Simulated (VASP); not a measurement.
Si8NO14 (a cell with a defect), 23 atoms in the cell. The cell holds a defect, 23 atoms: a = 7.729 Å, b = 6.951 Å, c = 6.960 Å, α = 92.91°, β = 116.33°, γ = 87.81°. 

- Program: VASP 6.6.1
- Task: single point
- Functional: PBEsol
- Potentials or basis: VASP PAW PBE potentials, release 64 (Si, O, N)
- Cutoff: 520 eV
- k mesh: 2 × 2 × 2
- Occupations: fermi-dirac, width 0.02 eV
- Spin: collinear spin, ferromagnetic start
- Starting moments: [0.0, 0.0, 0.0, 0.0, 0.0, 0.0, 0.0, 0.0, 0.0, 0.0, 0.0, 0.07, 0.0, 0.0, 0.0, 0.0, 0.09, 0.0, 0.0, 0.1, 0.0, 0.0, 0.28] μB
- Dipole correction: no
- Charge: 2
- Further INCAR settings: ALGO = Normal; EDIFF = 1e-06; NBANDS = 82; NELECT = 119.0

Potentials or basis: VASP PAW PBE potentials, release 64 (Si, O, N).

Launch:

```sh
$ cat potpaw_PBE.64/Si/POTCAR potpaw_PBE.64/O/POTCAR potpaw_PBE.64/N/POTCAR > POTCAR
$ mpirun -np 1 vasp_std > vasp.out
```

Hardware: 1 thread of Oxide Virtual Turin-like Processor, with other jobs on the host.

Question: Estimate the wall time of this run.

Answer: Wall time 14 min on 1 thread of Oxide Virtual Turin-like Processor (shared host), peak memory 0.67 GiB. Counts: scf iterations 20, k points 8.
